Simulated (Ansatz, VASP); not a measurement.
**RbCl: VASP beside Ansatz**

```
CELL_PARAMETERS angstrom
0.00000 3.34896 3.34896
3.34896 0.00000 3.34896
3.34896 3.34896 0.00000
ATOMIC_POSITIONS crystal
Rb 0.00000 0.00000 0.00000
Cl 0.50000 0.50000 0.50000
```

Alike in both runs: task electric field gradients; functional r2SCAN; k mesh 10 × 10 × 10; occupations fermi-dirac, width 0.05 eV; no spin polarisation.

|  | VASP | Ansatz |
| --- | --- | --- |
| version | VASP 6.6.1 | Ansatz 0.2.0 |
| potentials or method | VASP PAW PBE potentials, release 64 (Rb_sv, Cl) | PAW with Ansatz's default frozen-core files, scalar-relativistic |
| plane-wave cutoff (eV) | 440 | 500 |
| valence electrons in the cell | 16 | 16 |

|  | VASP | Ansatz | Ansatz less VASP |
| --- | --- | --- | --- |
| gap on the k mesh at the Fermi level (eV) | 5.44 | 5.43 | 0.000 |
| pressure (GPa) | -0.6 | -0.6 | +0.03 |

VASP's potentials were made for PBE, not for r2SCAN. The functional is the same, so the differences come from potentials, cutoffs and numerics.
